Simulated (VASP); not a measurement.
Wanted: the native input for a VASP 6.6.1 run.

```
Task                   : single point
Functional             : LDA
Potentials or basis    : VASP PAW LDA potentials, release 64 (Al, N)
Cutoff                 : 520 eV
k mesh                 : 8 × 8 × 6
Occupations            : tetrahedron
Spin                   : no spin polarisation
Dipole correction      : no
Further INCAR settings : ALGO = Normal; EDIFF = 1e-07; NBANDS = 16
```

The structure of AlN lies in POSCAR:

```
AlN
1.0
    3.0887730631      0.0000000000      0.0000000000
   -1.5443865316      2.6749559392      0.0000000000
    0.0000000000      0.0000000000      4.9432521891
Al N
2 2
Direct
    0.3333333333      0.6666666667     -0.0009923830
    0.6666666667      0.3333333333      0.4990076170
    0.3333333333      0.6666666667      0.3809923830
    0.6666666667      0.3333333333      0.8809923830
```

One way to write it, as run:

INCAR

```
SYSTEM = AlN
  ALGO = Normal
  EDIFF = 1E-7
  ENCUT = 520
  GGA = CA
  ISIF = 2
  ISMEAR = -4
  LASPH = .True.
  LCHARG = .True.
  LELF = .True.
  LREAL = .False.
  LVHAR = .True.
  LWAVE = .False.
  NBANDS = 16
  NELM = 60
  PREC = Accurate
  SIGMA = 0.1
```

KPOINTS

```
k-points
0
Gamma
  8 8 6
  0 0 0
```

Potentials or basis: VASP PAW LDA potentials, release 64 (Al, N).

Launch:

```sh
$ cat potpaw_LDA.64/Al/POTCAR potpaw_LDA.64/N/POTCAR > POTCAR
$ mpirun -np 1 vasp_std > vasp.out
```

It gave:

* Pressure: 0.6 GPa
* Band gap on the k mesh: 4.42 eV, direct

Wall time 16 s on 1 thread of Intel Xeon 6975P-C, on a shared host, peak memory 0.15 GiB.
